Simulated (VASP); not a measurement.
# Rb: single point with PBE

Crystal: Rb.

```
Rb
1.0
    -2.74726    2.74726    2.74726
     2.74726   -2.74726    2.74726
     2.74726    2.74726   -2.74726
Rb
1
Direct
  0.00000 0.00000 0.00000
```

```json
{
 "Program": "VASP 6.6.1",
 "Task": "single point",
 "Functional": "PBE",
 "Potentials or basis": "VASP PAW PBE potentials, release 64 (Rb_sv)",
 "Cutoff": "520 eV",
 "k mesh": "10 × 10 × 10",
 "Occupations": "gaussian, width 0.1 eV",
 "Spin": "no spin polarisation"
}
```

```json
{"Pressure": "0.3 GPa", "Band gap on the k mesh": "zero (an odd number of electrons rules out a gap without spin polarisation)"}
```

Levels at points of the mesh, in eV from the Fermi level:
```tsv
k point	band 2	band 3	band 4	band 5	band 6	band 7	band 8	band 9
(0.00, 0.00, 0.00)	-12.90	-12.90	-12.90	-2.10	3.76	3.76	3.76	4.76
(0.50, 0.00, 0.00)	-13.03	-12.94	-12.90	0.21	0.85	2.59	4.45	5.41
(0.50, 0.50, 0.50)	-12.99	-12.99	-12.99	1.18	1.18	3.50	3.50	3.50
```

It took 26 s on 1 thread of Intel Xeon 8259CL (shared host), peak memory 0.21 GiB.
